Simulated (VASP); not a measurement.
Write the native input for VASP 6.6.1 that does the following.

| Property | Result |
| --- | --- |
| Task | single point |
| Functional | PBEsol |
| Potentials or basis | VASP PAW PBE potentials, release 64 (Na_pv) |
| Cutoff | 520 eV |
| k mesh | 12 × 12 × 10 |
| Occupations | gaussian, width 0.15 eV |
| Spin | no spin polarisation |
| Dipole correction | no |
| Further INCAR settings | ALGO = Fast; EDIFF = 1e-06; NBANDS = 14 |

The structure of Na lies in POSCAR:

```
Na
1.0
    0.0000000000     -3.7893872139      0.0000000000
   -3.7893872139      0.0000000000      0.0000000000
    0.0000000000      0.0000000000     -5.3114276831
Na
2
Direct
    0.5000000000      0.6642007968      0.5000000000
    0.0000000000     -0.1642007968      0.0000000000
```

This cell differs from its parent crystal: atoms displaced along a vibrational mode, the cell strained.

One way to write it, as run:

INCAR

```
SYSTEM = Na
PREC = Accurate
ENCUT = 520
EDIFF = 1E-6
ISMEAR = 0
SIGMA = 0.15
LREAL = .FALSE.
LASPH = .TRUE.
NELM = 100
ALGO = Fast
ISIF = 2
LWAVE = .FALSE.
LCHARG = .FALSE.
GGA = PS
NBANDS = 14
```

KPOINTS

```
Automatic mesh
0
G
  12 12 10
  0 0 0
```

Potentials or basis: VASP PAW PBE potentials, release 64 (Na_pv).

Launch:

```bash
$ cat potpaw_PBE.64/Na_pv/POTCAR > POTCAR
$ mpirun -np 1 vasp_std > vasp.out
```

Results of the run:

```
Pressure               : 0.2 GPa
Largest force          : 0.200 eV/Å
Band gap on the k mesh : zero (bands 7 and 8 overlap by 4.52 eV)
```

Caveat: the cell differs from its parent crystal (atoms displaced along a vibrational mode, the cell strained); the PAW data sets were made with another functional, which shifts forces and pressure a little.

Wall time 100 s on 1 thread of Intel(R) Xeon(R) Platinum 8488C (Sapphire Rapids) (shared host), peak memory 0.33 GiB.
